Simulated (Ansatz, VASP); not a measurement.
# Two plane-wave programs on TiAl3

File INCAR:

```
SYSTEM = TiAl3
ALGO     = Normal         ! electronic algorithm
EDIFF    = 1E-7           ! SCF threshold, eV
ENCUT    = 520            ! plane-wave cutoff, eV
GGA      = PS             ! functional
ISIF     = 2              ! what is computed and relaxed
ISMEAR   = 0              ! smearing method
LASPH    = .True.         ! aspherical terms in the spheres
LCHARG   = .False.        ! write CHGCAR
LREAL    = .False.        ! projectors in reciprocal space
LWAVE    = .False.        ! write WAVECAR
NBANDS   = 18             ! bands
NELM     = 80             ! most SCF steps
PREC     = Accurate       ! precision mode
SIGMA    = 0.05           ! smearing width, eV
```

The input KPOINTS:

```
k-points
0
Gamma
  14 14 14
  0 0 0
```

The input POSCAR:

```
TiAl3
1.0
   -1.9111067700      1.9111067700      4.2806687900
    1.9111067700     -1.9111067700      4.2806687900
    1.9111067700      1.9111067700     -4.2806687900
Ti Al
1 3
Direct
    0.0000000000      0.0000000000      0.0000000000
    0.5000000000      0.5000000000      0.0000000000
    0.7500000000      0.2500000000      0.5000000000
    0.2500000000      0.7500000000      0.5000000000
```

Input for Ansatz:

```yaml
crystal:
  lattice:
    - [-1.91110677, 1.91110677, 4.28066879]
    - [1.91110677, -1.91110677, 4.28066879]
    - [1.91110677, 1.91110677, -4.28066879]
  atoms:
    - { symbol: Ti, position: [0.0, 0.0, 0.0] }
    - { symbol: Al, position: [0.5, 0.5, 0.0] }
    - { symbol: Al, position: [0.75, 0.25, 0.5] }
    - { symbol: Al, position: [0.25, 0.75, 0.5] }
basis:
  ecutwfc: 420
kpoints:
  mp_grid: { grid: [14, 14, 14] }
hamiltonian:
  xc: pbesol
scf:
  occupations: { method: gaussian, width: 0.05 }
output:
  forces: true
  eigenvalues: true
  eigenstates:
    nscf_kmesh: { grid: [24, 24, 24] }
    top_band: c6
    de_dk: true
    localisation: true
  stress: true
checkpoint:
  write: ck
  compress: false
  write_wavefunctions: false
  write_every: 100000
```

Alike in both runs: task single point; functional PBEsol; k mesh 14 × 14 × 14; occupations gaussian, width 0.05 eV; no spin polarisation.

```csv
,VASP,Ansatz
version,VASP 6.6.1,Ansatz 0.2.0
potentials or method,"VASP PAW PBE potentials, release 64 (Ti_sv, Al), cutoff 520 eV","scalar-relativistic, plane waves, PAW"
valence electrons in the cell,21,21
```

Ansatz gave:

```
pressure (GPa)                                                : -0.5
traceless stress, the component that is largest in VASP (GPa) : 0.13
```

Task: Estimate VASP's values.

Result: Pressure (GPa): -0.4; traceless stress, the component that is largest in VASP (GPa): 0.12.

VASP's potentials were made for PBE, not for PBEsol.
